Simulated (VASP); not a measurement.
Wanted: the native input for a VASP 6.6.1 run.

* Task: single point
* Functional: PBE
* Potentials or basis: VASP PAW PBE potentials, release 64 (Ba_sv, Ti_sv, O_h)
* Cutoff: 910 eV
* k mesh: 7 × 7 × 7
* Occupations: fermi-dirac, width 0.05 eV
* Spin: no spin polarisation
* Dipole correction: no
* Further INCAR settings: ALGO = Normal; EDIFF = 1e-06; NBANDS = 28

The structure of BaTiO3 lies in POSCAR:

```
BaTiO3
1.0
    4.0262895137      0.0000000000      0.0000000000
    0.0000000000      4.0262895137      0.0000000000
    0.0000000000      0.0000000000      4.0446100470
Ba Ti O
1 1 3
Direct
    0.0000000000      0.0000000000      0.0000000000
    0.5000000000      0.5000000000      0.4900000000
    0.0000000000      0.5000000000      0.5170000000
    0.5000000000      0.0000000000      0.5170000000
    0.5000000000      0.5000000000      0.0190000000
```

The input as run:

INCAR

```
PREC = Accurate ; ENCUT = 910
EDIFF = 1E-6 ; ISMEAR = -1
SIGMA = 0.05 ; LREAL = F
LASPH = T ; NELM = 120
ALGO = Normal ; ISIF = 2
LWAVE = F ; LCHARG = F
GGA = PE ; NBANDS = 28
GGA_COMPAT = F
```

KPOINTS

```
regular mesh
0
Gamma
  7 7 7
```

Potentials or basis: VASP PAW PBE potentials, release 64 (Ba_sv, Ti_sv, O_h).

Command:

```bash
$ cat potpaw_PBE.64/Ba_sv/POTCAR potpaw_PBE.64/Ti_sv/POTCAR potpaw_PBE.64/O_h/POTCAR > POTCAR
$ mpirun -np 1 vasp_std > vasp.out
```

Results of the run:

| Property | Result |
| --- | --- |
| Pressure | 0.5 GPa |
| Largest force | 0.408 eV/Å |
| Band gap on the k mesh | 1.83 eV (least direct gap 2.04 eV) |

Caveat: the cutoff is under 1.25 times the usual one of these potentials, so pressure, stress and relaxed cells hold a basis-set (Pulay) error; spin-orbit coupling is left out, which moves the levels of the heavy elements; an odd mesh through Γ misses points on the zone boundary, where band edges can lie.

Run time: 86 s on 1 thread of AMD EPYC 9R45 96-Core Processor (Zen 5), on a shared host, peak memory 0.32 GiB.
